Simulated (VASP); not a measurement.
# Al (Im-3m) in VASP: further runs

Runs on Al. Level: PBE+D3(BJ). Tasks: single point, relaxation of cell and atoms.

Program: VASP 6.6.1. These are calculated values, not measurements. Logs are shortened: lines on timing, memory, paths and dates and some standing lists are left out, and cuts for length are marked.

### 1 The cell of the first run

Symmetry: Im-3m, No. 229, cubic system. The conventional cell has a = 3.214 Å, b = 3.214 Å, c = 3.214 Å, α = 90.00°, β = 90.00°, γ = 90.00°. Within 3.7 Å of Al (site symmetry m-3m) lie 14 Al at 2.78 to 3.21 Å.

This isn't the form of Al at room conditions, which is fcc.

### 2 Single point, PBE+D3(BJ)

INCAR

```
SYSTEM = Al
  PREC = Accurate
  ENCUT = 500
  EDIFF = 1E-6
  ISMEAR = 0
  SIGMA = 0.1
  LREAL = .FALSE.
  LASPH = .TRUE.
  NELM = 120
  ALGO = Normal
  ISIF = 2
  LWAVE = .FALSE.
  LCHARG = .FALSE.
  GGA = PE
  IVDW = 12
  NBANDS = 8
  GGA_COMPAT = .FALSE.
```

KPOINTS

```
regular mesh
0
G
  8 8 8
  0 0 0
```

POSCAR

```
Al
1.0
   -1.6070005753      1.6070005753      1.6070005753
    1.6070005753     -1.6070005753      1.6070005753
    1.6070005753      1.6070005753     -1.6070005753
Al
1
Direct
    0.0000000000      0.0000000000      0.0000000000
```

Potentials or basis: VASP PAW PBE potentials, release 64 (Al).

Started as:

```bash
> cat potpaw_PBE.64/Al/POTCAR > POTCAR
> mpirun -np 1 vasp_std > vasp.out
```

OUTCAR:

```text
SYSTEM = Al
   PREC = Accurate
   ENCUT = 500
   EDIFF = 1E-6
   ISMEAR = 0
   LREAL = .FALSE.
   LASPH = .TRUE.
   NELM = 120
   ISIF = 2
   GGA = PE
   IVDW = 12
 IVDW          = 12

 ion  position               nearest neighbor table
   1  0.000  0.000  0.000-

  LATTYP: Found a body centered cubic cell.
 ALAT       =     3.2140011506

  Lattice vectors:

 A1 = (  -1.6070005753,   1.6070005753,   1.6070005753)
 A2 = (   1.6070005753,  -1.6070005753,   1.6070005753)
 A3 = (   1.6070005753,   1.6070005753,  -1.6070005753)

Analysis of symmetry for initial positions (statically):
=====================================================================
 Subroutine PRICEL returns:
 Original cell was already a primitive cell.

 Routine SETGRP: Setting up the symmetry group for a
 body centered cubic supercell.

 Subroutine GETGRP returns: Found 48 space group operations
 (whereof 48 operations were pure point group operations)
 out of a pool of 48 trial point group operations.

The static configuration has the point symmetry O_h .

Analysis of symmetry for dynamics (positions and initial velocities):
=====================================================================
 Subroutine PRICEL returns:
 Original cell was already a primitive cell.

 Routine SETGRP: Setting up the symmetry group for a
 body centered cubic supercell.

 Subroutine GETGRP returns: Found 48 space group operations
 (whereof 48 operations were pure point group operations)
 out of a pool of 48 trial point group operations.

The dynamic configuration has the point symmetry O_h .

 Subroutine INISYM returns: Found 48 space group operations
 (whereof 48 operations are pure point group operations),
 and found     1 'primitive' translations

----------------------------------------------------------------------------------------

                                     Primitive cell

  volume of cell :      16.6000

  direct lattice vectors                    reciprocal lattice vectors
    -1.607000575  1.607000575  1.607000575     0.000000000  0.311138657  0.311138657
     1.607000575 -1.607000575  1.607000575     0.311138657  0.000000000  0.311138657
     1.607000575  1.607000575 -1.607000575     0.311138657  0.311138657  0.000000000

  length of vectors
     2.783406644  2.783406644  2.783406644     0.440016508  0.440016508  0.440016508

  position of ions in fractional coordinates (direct lattice)
     0.000000000  0.000000000  0.000000000

  ion indices of the primitive-cell ions
   primitive index   ion index
[... 76 lines left out ...]
   NSW    =      0    number of steps for IOM
   IBRION =     -1    ionic relax: 0-MD 1-quasi-New 2-CG
   NFREE  =      0    steps in history (QN), initial steepest desc. (CG)
   ISIF   =      2    stress and relaxation
   ISYM   =      2    0-nonsym 1-usesym 2-fastsym
   POTIM  = 0.5000    time-step for ionic-motion
   TEBEG  =    0.0;   TEEND  =   0.0 temperature during run
   PSTRESS=    0.0 pullay stress
   NELECT =       3.0000    total number of electrons
   NUPDOWN=      -1.0000    fix difference up-down
   EMIN   =  10.00;   EMAX   =-10.00  energy-range for DOS
   EFERMI =   0.00;   METHOD = LEGACY
   ISMEAR =     0;   SIGMA  =   0.10  broadening in eV -4-tet -1-fermi 0-gaus
   EFERMI_NEDOS =   21; number of points for ismear=-14 and -15
   IALGO  =     38    algorithm
   IMIX   =      4    mixing-type and parameters
     AMIX     =   0.40;   BMIX     =  1.00
     AMIX_MAG =   1.60;   BMIX_MAG =  1.00
  volume/ion in A,a.u.               =      16.60       112.02
  Fermi-wavevector in a.u.,A,eV,Ry     =   0.925577  1.749087 11.656013  0.856693
  Thomas-Fermi vector in A             =   2.051446
   LORBIT       =      0    0 simple, 1 ext, 2 COOP (PROOUT), +10 PAW based schemes
   GGA     = PE    functional components
   LHFCALC =     F    Hartree Fock is set to
   AEXX    =    0.0000 exact exchange contribution
   IVDW    =    12    specifies the selected vdW correction
   LEPSILON=     F    determine dielectric tensor
   LRPA    =     F    only Hartree local field effects (RPA)
 non-spin polarized calculation
 Gauss-broadening in eV      SIGMA  =   0.10
  energy-cutoff  :      500.00
  volume of cell :       16.60
 maximum number of plane-waves:       429
   NGX = 11   NGY = 11   NGZ = 11

 number of electron       3.0000000 magnetization

 Free energy of the ion-electron system (eV)
  ---------------------------------------------------
  ext. energy  EPLUGINS =         0.00000000
  ---------------------------------------------------
  free energy    TOTEN  =        -3.61210827 eV

  energy without entropy =       -3.60733277  energy(sigma->0) =       -3.60972052

 E-fermi :   8.0667     XC(G=0): -10.1789

 val. band max:        8.0140164578   @ k =   0.2500   0.2500   0.1250
 cond. band min:       8.0976381974   @ k =  -0.3750   0.3750   0.1250
 fundamental gap:      0.0836217396
 Fermi energy:         8.0666581014

 k-point     1 :       0.0000    0.0000    0.0000
  band No.  band energies     occupation
      1      -3.1502      2.00000
      2      21.1715      0.00000
      3      21.1715      0.00000
      4      21.1715      0.00000
      5      22.5545      0.00000
      6      22.5545      0.00000
      7      22.5545      0.00000
      8      24.2121      0.00000
[... 243 lines left out ...]
 k-point    24 :      -0.3750    0.3750    0.2500
  band No.  band energies     occupation
      1       2.5605      2.00000
      2       9.2886      0.00000
      3      11.7625      0.00000
      4      13.8560      0.00000
      5      16.4363      0.00000
      6      22.3641      0.00000
      7      24.4236      0.00000
      8      27.3967      0.00000

 [... further k-points ...]

------------------------ aborting loop because EDIFF is reached ----------------------------------------

 Edisp (eV)   -0.33371

 E8    (eV) :    -0.1490

  FORCE on cell =-STRESS in cart. coord.  units (eV):
  Direction    XX          YY          ZZ          XY          YZ          ZX
  --------------------------------------------------------------------------------------
  -------------------------------------------------------------------------------------
  Total      -0.15315    -0.15315    -0.15315     0.00000     0.00000     0.00000
  in kB     -14.78168   -14.78168   -14.78168     0.00000     0.00000     0.00000
  external pressure =      -14.78 kB  Pullay stress =        0.00 kB

 VOLUME and BASIS-vectors are now :
 -----------------------------------------------------------------------------
  energy-cutoff  :      500.00
  volume of cell :       16.60
      direct lattice vectors                 reciprocal lattice vectors
    -1.607000575  1.607000575  1.607000575     0.000000000  0.311138657  0.311138657
     1.607000575 -1.607000575  1.607000575     0.311138657  0.000000000  0.311138657
     1.607000575  1.607000575 -1.607000575     0.311138657  0.311138657  0.000000000

 POSITION                                       TOTAL-FORCE (eV/Angst)
 -----------------------------------------------------------------------------------
      0.00000      0.00000      0.00000         0.000000     -0.000000      0.000000
 -----------------------------------------------------------------------------------
    total drift:                                0.000000     -0.000000     -0.000000

  FREE ENERGIE OF THE ION-ELECTRON SYSTEM (eV)
  ---------------------------------------------------
  free  energy   TOTEN  =        -3.9458226446 eV

  energy  without entropy=       -3.9410471411  energy(sigma->0) =       -3.94343489
```

OSZICAR:

```text
N       E                     dE             d eps       ncg     rms          rms(c)
DAV:   1    -0.247919718257E+01   -0.24792E+01   -0.82153E+02   464   0.191E+02
DAV:   2    -0.362864183497E+01   -0.11494E+01   -0.11148E+01   656   0.169E+01
DAV:   3    -0.363593586121E+01   -0.72940E-02   -0.72935E-02   600   0.134E+00
DAV:   4    -0.363594720969E+01   -0.11348E-04   -0.11347E-04   656   0.588E-02
DAV:   5    -0.363594724908E+01   -0.39389E-07   -0.40456E-07   616   0.262E-03    0.123E+00
DAV:   6    -0.362188158390E+01    0.14066E-01   -0.19410E-03   496   0.199E-01    0.710E-01
DAV:   7    -0.361211590749E+01    0.97657E-02   -0.57264E-03   480   0.322E-01    0.137E-01
DAV:   8    -0.361210925381E+01    0.66537E-05   -0.21586E-05   560   0.318E-02    0.556E-03
DAV:   9    -0.361210827191E+01    0.98190E-06   -0.76133E-07   544   0.382E-03
   1 F= -.39458226E+01 E0= -.39434349E+01  d E =-.477550E-02
```

stdout:

```text
POSCAR found type information on POSCAR Al
 POSCAR found :  1 types and       1 ions
 scaLAPACK will be used
 LDA part: xc-table for (Slater+PW92), standard interpolation
 POSCAR, INCAR and KPOINTS ok, starting setup
 FFT: planning ... GRIDC
 FFT: planning ... GRID_SOFT
 FFT: planning ... GRID
 WAVECAR not read
 entering main loop
```

It took 2.6 s on 1 thread of AMD EPYC 7R43 (Zen 3), shared host; peak memory 0.09 GiB.

What came out:

```
Free energy                : -3.9458 eV
Pressure                   : -1.5 GPa
Band gap on the k mesh     : zero (an odd number of electrons rules out a gap without spin polarisation)
Dispersion energy per atom : -0.334 eV
```

### 3 Single point, PBE+D3(BJ)

This run uses another cell than the first one, of 16.17 Å³/atom.

INCAR

```
SYSTEM = Al
PREC = Accurate
ENCUT = 500
EDIFF = 1E-6
ISMEAR = 0
SIGMA = 0.1
LREAL = .False.
LASPH = .True.
NELM = 120
ALGO = Normal
ISIF = 2
LWAVE = .False.
LCHARG = .False.
GGA = PE
IVDW = 12
NBANDS = 8
GGA_COMPAT = .False.
```

KPOINTS

```
regular mesh
0
Gamma
  18 18 18
  0 0 0
```

POSCAR

```
Al
1.0
   -1.5930742138      1.5930742138      1.5930742138
    1.5930742138     -1.5930742138      1.5930742138
    1.5930742138      1.5930742138     -1.5930742138
Al
1
Direct
    0.0000000000      0.0000000000      0.0000000000
```

Potentials or basis: VASP PAW PBE potentials, release 64 (Al).

Started as:

```bash
> cat potpaw_PBE.64/Al/POTCAR > POTCAR
> mpirun -np 1 vasp_std > vasp.out
```

It took 13 s on 1 thread of AMD EPYC 7R43 (Zen 3), shared host; peak memory 0.1 GiB.

The run converged. Its results:

```yaml
Free_energy: -3.9876 eV
Pressure: 0.0 GPa
Band_gap_on_the_k_mesh: zero (an odd number of electrons rules out a gap without spin polarisation)
Dispersion_energy_per_atom: -0.343 eV
```

Levels at points of the mesh, in eV from the Fermi level:
```csv
k point,band 1,band 2,band 3,band 4,band 5,band 6
"(0.00, 0.00, 0.00)",-11.29,13.37,13.37,13.37,14.98,14.98
"(0.50, 0.00, 0.00)",-4.41,-3.90,8.30,8.30,10.10,11.58
"(0.50, 0.50, 0.50)",1.88,1.88,1.88,2.94,2.94,5.81
```

### 4 Relaxation of cell and atoms, PBE+D3(BJ)

INCAR

```
  PREC = Accurate
  ENCUT = 500
  EDIFF = 1E-7
  ISMEAR = 0
  SIGMA = 0.1
  LREAL = False
  LASPH = True
  NELM = 120
  ALGO = Normal
  ISIF = 3
  LWAVE = False
  LCHARG = False
  GGA = PE
  IVDW = 12
  IBRION = 2
  NSW = 100
  EDIFFG = -0.002
  GGA_COMPAT = False
  NELMIN = 4
```

KPOINTS

```
Automatic mesh
0
Gamma
  18 18 18
```

POSCAR

```
Al
1.0
   -1.6070005753      1.6070005753      1.6070005753
    1.6070005753     -1.6070005753      1.6070005753
    1.6070005753      1.6070005753     -1.6070005753
Al
1
Direct
    0.0000000000      0.0000000000      0.0000000000
```

Potentials or basis: VASP PAW PBE potentials, release 64 (Al).

Started as:

```bash
> cat potpaw_PBE.64/Al/POTCAR > POTCAR
> mpirun -np 1 vasp_std > vasp.out
```

OUTCAR:

```text
PREC = Accurate
   ENCUT = 500
   EDIFF = 1E-7
   ISMEAR = 0
   LREAL = False
   LASPH = True
   NELM = 120
   ISIF = 3
   GGA = PE
   IVDW = 12
   IBRION = 2
   NSW = 100
   EDIFFG = -0.002
   NELMIN = 4
 IVDW          = 12

 ion  position               nearest neighbor table
   1  0.000  0.000  0.000-

  LATTYP: Found a body centered cubic cell.
 ALAT       =     3.2140011506

  Lattice vectors:

 A1 = (  -1.6070005753,   1.6070005753,   1.6070005753)
 A2 = (   1.6070005753,  -1.6070005753,   1.6070005753)
 A3 = (   1.6070005753,   1.6070005753,  -1.6070005753)

Analysis of symmetry for initial positions (statically):
=====================================================================
 Subroutine PRICEL returns:
 Original cell was already a primitive cell.

 Routine SETGRP: Setting up the symmetry group for a
 body centered cubic supercell.

 Subroutine GETGRP returns: Found 48 space group operations
 (whereof 48 operations were pure point group operations)
 out of a pool of 48 trial point group operations.

The static configuration has the point symmetry O_h .

Analysis of symmetry for dynamics (positions and initial velocities):
=====================================================================
 Subroutine PRICEL returns:
 Original cell was already a primitive cell.

[... 138 lines left out ...]
 Gauss-broadening in eV      SIGMA  =   0.10
  energy-cutoff  :      500.00
  volume of cell :       16.60
 maximum number of plane-waves:       434
   NGX = 11   NGY = 11   NGZ = 11

--------------------------------------- Ionic step        1  -------------------------------------------

 number of electron       3.0000000 magnetization

 Free energy of the ion-electron system (eV)
  ---------------------------------------------------
  ext. energy  EPLUGINS =         0.00000000
  ---------------------------------------------------
  free energy    TOTEN  =        -3.65134949 eV

  energy without entropy =       -3.64966517  energy(sigma->0) =       -3.65050733

------------------------ aborting loop because EDIFF is reached ----------------------------------------

 Edisp (eV)   -0.33371

 E8    (eV) :    -0.1490
[... 69 lines left out ...]
--------------------------------------- Ionic step        3  -------------------------------------------

 number of electron       3.0000000 magnetization

 Free energy of the ion-electron system (eV)
  ---------------------------------------------------
  ext. energy  EPLUGINS =         0.00000000
  ---------------------------------------------------
  free energy    TOTEN  =        -3.64472599 eV

  energy without entropy =       -3.64280798  energy(sigma->0) =       -3.64376699

 E-fermi :   8.2337     XC(G=0): -10.2743

 val. band max:        8.2271506745   @ k =   0.2778   0.1667   0.0556
 cond. band min:       8.2359167549   @ k =  -0.3889   0.3889   0.1667
 fundamental gap:      0.0087660804
 Fermi energy:         8.2336767189

 k-point     1 :       0.0000    0.0000    0.0000
  band No.  band energies     occupation
      1      -3.0575      2.00000
      2      21.6075      0.00000
      3      21.6075      0.00000
      4      21.6075      0.00000
      5      23.2169      0.00000
[... 177 lines left out ...]
 k-point    24 :       0.3889    0.1111    0.0000
  band No.  band energies     occupation
      1       2.8434      2.00000
      2       5.9787      2.00000
      3      13.4191      0.00000
      4      16.3659      0.00000
      5      19.8397      0.00000

 [... further k-points ...]

------------------------ aborting loop because EDIFF is reached ----------------------------------------

 Edisp (eV)   -0.34294

 E8    (eV) :    -0.1532
[... 24 lines left out ...]
  FREE ENERGIE OF THE ION-ELECTRON SYSTEM (eV)
  ---------------------------------------------------
  free  energy   TOTEN  =        -3.9876637845 eV

  energy  without entropy=       -3.9857457714  energy(sigma->0) =       -3.98670478

 reached required accuracy - stopping structural energy minimisation
```

OSZICAR:

```text
N       E                     dE             d eps       ncg     rms          rms(c)
DAV:   1    -0.148971755835E+01   -0.14897E+01   -0.82814E+02  2025   0.314E+02
DAV:   2    -0.365707439108E+01   -0.21674E+01   -0.20247E+01  2500   0.310E+01
DAV:   3    -0.367542220112E+01   -0.18348E-01   -0.18281E-01  2690   0.328E+00
[... 17 lines left out ...]
       N       E                     dE             d eps       ncg     rms          rms(c)
DAV:   1    -0.364472881755E+01   -0.86724E-03   -0.28006E-04  2660   0.105E-01    0.141E-02
DAV:   2    -0.364472731243E+01    0.15051E-05   -0.18936E-06  2405   0.127E-02    0.537E-03
DAV:   3    -0.364472615134E+01    0.11611E-05   -0.28103E-07  2615   0.343E-03    0.161E-03
DAV:   4    -0.364472600909E+01    0.14225E-06   -0.21559E-08  1375   0.955E-04    0.895E-04
DAV:   5    -0.364472599326E+01    0.15832E-07   -0.13723E-09  1270   0.327E-04
   3 F= -.39876638E+01 E0= -.39867048E+01  d E =-.259992E-02
```

CONTCAR:

```text
Al
   1.00000000000000
    -1.5930255628281955    1.5930255628281955    1.5930255628281955
     1.5930255628281955   -1.5930255628281955    1.5930255628281955
     1.5930255628281955    1.5930255628281955   -1.5930255628281955
  Al
     1
Direct
     0.0000000000000000    0.0000000000000000    0.0000000000000000

  0.00000000E+00  0.00000000E+00  0.00000000E+00
```

Wall time 18 s (1 thread of AMD EPYC 7R43 (Zen 3), shared host); peak memory 0.11 GiB.

What came out:

* Free energy: -3.9877 eV
* Relaxed volume: 16.17 Å³/atom
* Relaxed cell: a = 2.759 Å, b = 2.759 Å, c = 2.759 Å, α = 109.47°, β = 109.47°, γ = 109.47°
* Space group after relaxing (to 0.1 Å): Im-3m (No. 229)
* Energy gained by relaxing: 2.6 meV/atom
* Ionic steps: 3
* Pressure after relaxing: 0.0 GPa
* Band gap on the k mesh: zero (an odd number of electrons rules out a gap without spin polarisation)
* Dispersion energy per atom: -0.343 eV

Step by step:
| step | energy change (eV) | largest force (eV/Å) | pressure (GPa) | volume (Å³) |
| --- | --- | --- | --- | --- |
| 1 | 0.0000 | 0.0000 | -1.90 | 16.60 |
| 2 | -0.0026 | 0.0000 | 0.18 | 16.13 |
| 3 | -0.0026 | 0.0000 | 0.00 | 16.17 |

Final structure:
```cif
data_structure
_symmetry_space_group_name_H-M 'P 1'
_symmetry_Int_Tables_number 1
_cell_length_a 2.7592
_cell_length_b 2.7592
_cell_length_c 2.7592
_cell_angle_alpha 109.471
_cell_angle_beta 109.471
_cell_angle_gamma 109.471
_cell_volume 16.17
loop_
_atom_site_label
_atom_site_type_symbol
_atom_site_fract_x
_atom_site_fract_y
_atom_site_fract_z
_atom_site_occupancy
Al1 Al 0.00000 0.00000 0.00000 1
```

### 5 Overview

| task | cell | k mesh | gap on the mesh (eV) | pressure (GPa) |
| --- | --- | --- | --- | --- |
| single point | a = 2.783 Å, angles 109.5°, 1 atom | 8 × 8 × 8 | none | -1.5 |
| single point | a = 2.759 Å, angles 109.5°, 1 atom | 18 × 18 × 18 | none | 0.0 |
| relaxation of cell and atoms | relaxed from a = 2.783 Å, angles 109.5°, 1 atom | 18 × 18 × 18 | none | 0.0 |

Alike in all rows: level PBE+D3(BJ); potentials or basis VASP PAW PBE potentials, release 64 (Al); no spin polarisation; cutoff (eV) 500; smearing gaussian 0.1 eV.

Absolute energies hang on the potentials; compare differences alone.
